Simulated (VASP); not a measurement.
Runs of VASP 6.6.1 on Pb. The structure is that of space group Fm-3m (No. 225), or close to it. The cells are those of the table. 

```csv
task,cell,cutoff (eV),gap on the mesh (eV),pressure (GPa)
relaxation of cell and atoms,"relaxed from a = 3.500 Å, angles 60.0°, 1 atom",600,none,0.0
relaxation of cell and atoms,"relaxed to 20 GPa from a = 3.500 Å, angles 60.0°, 1 atom",600,none,20.0
single point,"a = 3.018 Å, angles 60.0°, 1 atom",520,none,59.8
single point,"a = 3.101 Å, angles 60.0°, 1 atom",520,none,39.9
single point,"a = 3.485 Å, angles 60.0°, 1 atom",520,none,-0.1
relaxation of cell and atoms,"relaxed to 40 GPa from a = 3.500 Å, angles 60.0°, 1 atom",600,none,39.9
single point,"a = 3.224 Å, angles 60.0°, 1 atom",520,none,(a)
```

Alike in all rows: level PBEsol; potentials or basis VASP PAW PBE potentials, release 64 (Pb_d); no spin polarisation; k mesh 15 × 15 × 15; smearing methfessel-paxton 0.05 eV.

Q: Estimate the missing entries.

A: (a) 19.9.

Caveats: the PAW data sets were made with another functional, which shifts forces and pressure a little; spin-orbit coupling is left out, which moves the levels of the heavy elements; the cell stands under pressure (at least some runs); the cell is relaxed towards a set pressure, so the run minimises the enthalpy, not the energy (at least some runs).

A k mesh can miss the band edges, and the runs leave out spin-orbit coupling on Pb.

A gap of «none» marks levels without a gap at the run's occupations.
